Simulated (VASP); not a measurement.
## CoSi2: single point with PBEsol

The system is CoSi2.

```
Co Si
1.0
     3.83305    0.00000   -0.00698
    -1.91653    3.31953    0.00000
     1.91108    1.10336    3.01918
Co Si
1 2
Cartesian
  0.0000 0.0000 0.0000
  1.9085 3.3149 2.2884
  1.9191 1.1080 0.7238
```

```yaml
Program: VASP 6.6.1
Task: single point
Functional: PBEsol
Potentials_or_basis: VASP PAW PBE potentials, release 64 (Co, Si)
Cutoff: 520 eV
k_mesh: 9 × 9 × 12
Occupations: gaussian, width 0.1 eV
Spin: no spin polarisation
```

```
Pressure      : -4.7 GPa
Largest force : 0.006 eV/Å
```

Forces on the atoms (eV/Å):
```
Co   0.000  0.000  0.000
Si   0.005  0.003  0.001
Si  -0.005 -0.003 -0.001
```

Stress tensor (GPa, compression positive):
```
-7.05 -0.05  0.01
-0.05 -6.99  0.01
 0.01  0.01  0.00
```

Levels at points of the mesh, in eV from the Fermi level:
```tsv
k point	band 5	band 6	band 7	band 8	band 9	band 10	band 11	band 12	band 13	band 14
(0.00, 0.00, 0.00)	-1.88	-1.86	0.73	3.21	3.24	3.32	3.35	3.63	3.99	5.44
(0.00, 0.00, 0.50)	-2.20	-1.56	-1.55	-0.59	-0.55	2.26	3.20	3.24	4.20	10.38
```

It took 110 s on 1 thread of Intel(R) Xeon(R) Platinum 8488C (Sapphire Rapids) (shared host), peak memory 0.28 GiB.

Caveat: the PAW data sets were made with another functional, which shifts forces and pressure a little. Spin polarisation is off, so any magnetic state and its effect on volume and gap are missing.
